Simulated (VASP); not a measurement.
Input of a VASP 6.6.1 run:

INCAR

```
  ALGO = Normal
  EDIFF = 1E-7
  ENCUT = 520
  GGA = PE
  ISIF = 2
  ISMEAR = -1
  LASPH = True
  LCHARG = False
  LREAL = False
  LWAVE = False
  NBANDS = 17
  NELM = 80
  PREC = Accurate
  SIGMA = 0.1
```

File KPOINTS:

```
k-points
0
Gamma
  15 15 10
```

Contents of POSCAR:

```
Sr
1.0
   -3.5754718383      3.5771826867      1.9256468795
    3.5771826867     -3.5754718383      1.9256468795
    3.5782464738      3.5782464738     -1.9225134575
Sr
2
Direct
    0.0000618688      0.9999381312      1.0000000000
    0.7499381312      0.2500618688      0.5000000000
```

Potentials or basis: VASP PAW PBE potentials, release 64 (Sr_sv).

Launch:

```bash
$ cat potpaw_PBE.64/Sr_sv/POTCAR > POTCAR
$ mpirun -np 1 vasp_std > vasp.out
```

Problem. What does it give for the pressure?

Solution. 1.3 GPa.

Problem. What does it give for the band gap on the k mesh?

Solution. Zero (bands 10 and 11 overlap by 0.45 eV).

Stress tensor (GPa, compression positive):
```
1.22 0.01 0.00
0.01 1.22 0.00
0.00 0.00 1.36
```
